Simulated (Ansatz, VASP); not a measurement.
GeC2N4 in VASP and in Ansatz

INCAR

```
SYSTEM = GeC2N4
PREC     = Accurate       ! precision mode
ENCUT    = 910            ! plane-wave cutoff, eV
EDIFF    = 1E-6           ! SCF threshold, eV
ISMEAR   = -1             ! smearing method
SIGMA    = 0.02           ! smearing width, eV
LREAL    = .False.        ! projectors in reciprocal space
LASPH    = .True.         ! aspherical terms in the spheres
NELM     = 120            ! most SCF steps
ALGO     = Normal         ! electronic algorithm
ISIF     = 2              ! what is computed and relaxed
LWAVE    = .False.        ! write WAVECAR
LCHARG   = .False.        ! write CHGCAR
GGA      = PE             ! functional
NBANDS   = 55             ! bands
GGA_COMPAT= .False.
```

KPOINTS

```
regular mesh
0
Gamma
  4 10 4
  0 0 0
```

The input POSCAR:

```
GeC2N4
1.0
    7.2920455160      0.0000000000      0.0235634114
    0.0000000000      2.6562092628      0.0000000000
   -3.6259291467      0.0000000000      5.7025215226
Ge C N
2 4 8
Direct
    0.5798447526      0.5000000000      0.7989416848
    0.8476674662      0.0000000000      0.2635289982
    0.7888775445      0.0000000000      0.6061235227
    0.2211743411      0.5000000000      0.3991772898
    0.1724374203      0.5000000000      0.7588408409
    0.4008761703      0.0000000000      0.1927292715
    0.2873747529      0.5000000000      0.6398045999
    0.6484917715      0.0000000000      0.3516491105
    0.7712613377      0.5000000000      0.7099556639
    0.6206961676      0.0000000000      0.9769464951
    0.0212850675      0.0000000000      0.6595960780
    1.0023236633      0.5000000000      0.2443780817
    0.3309390319      0.0000000000      0.3662189788
    0.3067505127      0.5000000000      0.0321093843
```

Input for Ansatz:

```yaml
crystal:
  lattice:
    - [7.292045516, 0.0, 0.0235634114]
    - [0.0, 2.6562092628, 0.0]
    - [-3.6259291467, 0.0, 5.7025215226]
  atoms:
    - { symbol: Ge, position: [0.5798447526, 0.5, 0.7989416848] }
    - { symbol: Ge, position: [0.8476674662, 0.0, 0.2635289982] }
    - { symbol: C, position: [0.7888775445, 0.0, 0.6061235227] }
    - { symbol: C, position: [0.2211743411, 0.5, 0.3991772898] }
    - { symbol: C, position: [0.1724374203, 0.5, 0.7588408409] }
    - { symbol: C, position: [0.4008761703, 0.0, 0.1927292715] }
    - { symbol: "N", position: [0.2873747529, 0.5, 0.6398045999] }
    - { symbol: "N", position: [0.6484917715, 0.0, 0.3516491105] }
    - { symbol: "N", position: [0.7712613377, 0.5, 0.7099556639] }
    - { symbol: "N", position: [0.6206961676, 0.0, 0.9769464951] }
    - { symbol: "N", position: [0.0212850675, 0.0, 0.659596078] }
    - { symbol: "N", position: [1.0023236633, 0.5, 0.2443780817] }
    - { symbol: "N", position: [0.3309390319, 0.0, 0.3662189788] }
    - { symbol: "N", position: [0.3067505127, 0.5, 0.0321093843] }
kpoints:
  mp_grid: { grid: [4, 10, 4] }
  band_path:
    path:
      - [0.0, 0.0, 0.0]
      - [-2.995029752851e-19, 0.5, -2.003515027048e-35]
      - [0.5, 0.5, 1.721995576607e-17]
      - [0.5, 4.711024575295e-37, 1.721995576607e-17]
      - [0.0, 0.0, 0.0]
      - [7.94349019233e-17, -1.200791041121e-19, 0.5]
      - [7.94349019233e-17, 0.5, 0.5]
      - [-2.995029752851e-19, 0.5, -2.003515027048e-35]
      - [-0.5, 0.5, 0.5]
      - [-0.5, -1.200791041121e-19, 0.5]
      - [0.0, 0.0, 0.0]
    npoints: 10
hamiltonian:
  xc: pbe
scf:
  occupations: { method: fermi_dirac, width: 0.02 }
  n_extra_bands: 7
output:
  forces: true
  stress: true
  eigenvalues: true
```

Alike in both runs: task single point; functional PBE; k mesh 4 × 10 × 4; occupations fermi-dirac, width 0.02 eV; no spin polarisation.

|  | VASP | Ansatz |
| --- | --- | --- |
| version | VASP 6.6.1 | Ansatz 0.2.0 |
| potentials or method | VASP PAW PBE potentials, release 64 (Ge_d, C_h, N_h) | plane waves, PAW |
| plane-wave cutoff (eV) | 910 | 420 |
| valence electrons in the cell | 84 | 84 |

```tsv
	VASP	Ansatz	Ansatz less VASP
gap on the k mesh at the Fermi level (eV)	1.92	1.92	+0.001
rms of the force components (eV/Å)	0.135	0.166	+0.0308
```

Atom by atom the forces differ by 0.039 eV/Å (rms over components).

Noted on VASP's run: the cutoff is short for stress, so the pressure is rough.
